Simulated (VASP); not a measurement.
Write the native input for VASP 6.6.1 that does the following.

| Item | Value |
| --- | --- |
| Task | single point |
| Functional | r2SCAN |
| Potentials or basis | VASP PAW PBE potentials, release 64 (W_sv) |
| Cutoff | 520 eV |
| k mesh | 15 × 15 × 15 |
| Occupations | fermi-dirac, width 0.1 eV |
| Spin | no spin polarisation |
| Dipole correction | no |
| Further INCAR settings | ALGO = Normal; EDIFF = 1e-06; NBANDS = 13 |

W:

```
CELL_PARAMETERS angstrom
-1.57433 1.57433 1.57433
1.57433 -1.57433 1.57433
1.57433 1.57433 -1.57433
ATOMIC_POSITIONS crystal
W 0.00000 0.00000 0.00000
```

One way to write it, as run:

POSCAR

```
W
1.0
   -1.5743340400      1.5743340400      1.5743340400
    1.5743340400     -1.5743340400      1.5743340400
    1.5743340400      1.5743340400     -1.5743340400
W
1
Direct
    0.0000000000      0.0000000000      0.0000000000
```

INCAR.step1

```
ALGO = Normal ; EDIFF = 1E-4
ENCUT = 520 ; GGA = PE
ISMEAR = -1 ; LASPH = True
LCHARG = False ; LREAL = False
LWAVE = True ; NBANDS = 13
NELM = 80 ; PREC = Accurate
SIGMA = 0.1
```

INCAR.step2

```
ALGO = Normal ; EDIFF = 1E-6
ENCUT = 520 ; ISIF = 2
ISMEAR = -1 ; ISTART = 1
LASPH = True ; LCHARG = False
LMIXTAU = True ; LREAL = False
LWAVE = False ; METAGGA = R2SCAN
NBANDS = 13 ; NELM = 80
PREC = Accurate ; SIGMA = 0.1
```

KPOINTS

```
k-points
0
Gamma
  15 15 15
```

Potentials or basis: VASP PAW PBE potentials, release 64 (W_sv).

Command:

```bash
$ cat potpaw_PBE.64/W_sv/POTCAR > POTCAR
$ cp INCAR.step1 INCAR
$ mpirun -np 1 vasp_std > vasp.out
$ cp INCAR.step2 INCAR
$ mpirun -np 1 vasp_std > vasp.out
```

Results of the run:

* Pressure: 7.7 GPa
* Band gap on the k mesh: zero (band 7 reaches 16.42 eV, above the bottom of band 8 at 10.21 eV)

Caveat: the PAW data sets were made with another functional, which shifts forces and pressure a little; spin-orbit coupling is left out, which moves the levels of the heavy elements.

It took 2.1 min on 1 thread of Intel Xeon 6975P-C, on a shared host, peak memory 0.15 GiB.
